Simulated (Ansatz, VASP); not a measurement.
This is a calculation of CdSe for VASP 6.6.1.

POSCAR

```
CdSe
1.0
    0.0000000000      3.0702711986      3.0702711986
    3.0702711986      0.0000000000      3.0702711986
    3.0702711986      3.0702711986      0.0000000000
Cd Se
1 1
Direct
    0.0000000000      0.0000000000      0.0000000000
    0.2500000000      0.2500000000      0.2500000000
```

Contents of INCAR.step1:

```
SYSTEM = CdSe
ALGO = Normal ; EDIFF = 1E-5
ENCUT = 520 ; GGA = PE
ISIF = 2 ; ISMEAR = -1
LASPH = .TRUE. ; LCHARG = .FALSE.
LREAL = .FALSE. ; LWAVE = .TRUE.
NBANDS = 16 ; NELM = 100
PREC = Accurate ; SIGMA = 0.05
```

File INCAR.step2:

```
SYSTEM = CdSe
AEXX = 0.25 ; ALGO = Normal
EDIFF = 1E-6 ; ENCUT = 520
GGA = PE ; ISIF = 2
ISMEAR = -1 ; ISTART = 1
LASPH = .TRUE. ; LCHARG = .FALSE.
LHFCALC = .TRUE. ; LREAL = .FALSE.
LWAVE = .FALSE. ; NBANDS = 16
NELM = 100 ; PREC = Accurate
PRECFOCK = Normal ; SIGMA = 0.05
```

File KPOINTS:

```
k-points
0
G
  4 4 4
  0 0 0
```

Potentials or basis: VASP PAW PBE potentials, release 64 (Cd, Se).

Command:

```console
$ cat potpaw_PBE.64/Cd/POTCAR potpaw_PBE.64/Se/POTCAR > POTCAR
$ cp INCAR.step1 INCAR
$ mpirun -np 1 vasp_std > vasp.out
$ cp INCAR.step2 INCAR
$ mpirun -np 1 vasp_std > vasp.out
```

Task: Set up the same calculation for Ansatz 0.2.0. Potentials there: all-electron PAW datasets made for the crystal.

Result: As run (the cutoff follows the program's own potentials):

Contents of input.yaml:

```yaml
crystal:
  lattice:
    - [0.0, 3.0702711986, 3.0702711986]
    - [3.0702711986, 0.0, 3.0702711986]
    - [3.0702711986, 3.0702711986, 0.0]
  atoms:
    - { symbol: Cd, position: [0.0, 0.0, 0.0] }
    - { symbol: Se, position: [0.25, 0.25, 0.25] }
kpoints:
  mp_grid: { grid: [4, 4, 4] }
scf:
  occupations: { method: fermi_dirac, width: 0.05 }
hamiltonian:
  xc: pbe0
  pseudopotentials: { kind: all_electron, datasets: crystal }
output:
  forces: true
  stress: true
```

Potentials or basis: all-electron PAW datasets made for the crystal.

The run is started by

```sh
$ ansatz run input.yaml --threads 1 --pin off --max-ram 3072MiB --backend cpu --events-out ev --progress --plain --runs-dir out
```

Both were run:

|  | VASP | Ansatz | Ansatz less VASP |
| --- | --- | --- | --- |
| gap on the k mesh at the Fermi level (eV) | 2.18 | 2.14 | -0.046 |
| least direct gap on the mesh (eV) | 2.18 | 2.14 | -0.046 |
| pressure (GPa) | 0.2 | 0.1 | -0.08 |

Ansatz ran all-electron here, and VASP with PAW potentials.

The k mesh is coarse, so the values compare programs but aren't converged.
